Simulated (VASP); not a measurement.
A run of VASP 6.6.1 is set up as follows.

The input POSCAR:

```
BaZrO3
1.0
    4.1980215190      0.0000000000      0.0000000000
    0.0000000000      4.1980215190      0.0000000000
    0.0000000000      0.0000000000      4.1980215190
Ba Zr O
1 1 3
Direct
    0.0000000000      0.0000000000      0.0000000000
    0.5000000000      0.5000000000      0.5000000000
    0.0000000000      0.5000000000      0.5000000000
    0.5000000000      0.0000000000      0.5000000000
    0.5000000000      0.5000000000      0.0000000000
```

File INCAR.step1:

```
PREC = Accurate
ENCUT = 1480
ISMEAR = 0
SIGMA = 0.01
LREAL = False
LASPH = True
NELM = 120
NBANDS = 28
GGA = PE
ALGO = Normal
EDIFF = 1E-5
LWAVE = True
LCHARG = False
GGA_COMPAT = False
```

Contents of INCAR.step2:

```
PREC = Accurate
ENCUT = 1480
EDIFF = 1E-6
ISMEAR = 0
SIGMA = 0.01
LREAL = False
LASPH = True
NELM = 120
ALGO = Normal
ISIF = 2
LWAVE = False
LCHARG = False
METAGGA = R2SCAN
LMIXTAU = True
IVDW = 13
VDW_S6 = 1.0
VDW_S8 = 0.6018749
VDW_A1 = 0.51559235
VDW_A2 = 5.77342911
NBANDS = 28
ISTART = 1
GGA_COMPAT = False
```

File KPOINTS:

```
Automatic mesh
0
Gamma
  6 6 6
```

Potentials or basis: VASP PAW PBE potentials, release 64 (Ba_sv, Zr_sv, O_h).

Run with:

```console
$ cat potpaw_PBE.64/Ba_sv/POTCAR potpaw_PBE.64/Zr_sv/POTCAR potpaw_PBE.64/O_h/POTCAR > POTCAR
$ cp INCAR.step1 INCAR
$ mpirun -np 1 vasp_std > vasp.out
$ cp INCAR.step2 INCAR
$ mpirun -np 1 vasp_std > vasp.out
```

(1) What does it give for the band gap on the k mesh?

(2) Estimate the dispersion energy per atom.

Results:

(1) 3.70 eV (least direct gap 3.95 eV).

(2) -0.073 eV.

Caveat: spin-orbit coupling is left out, which moves the levels of the heavy elements.
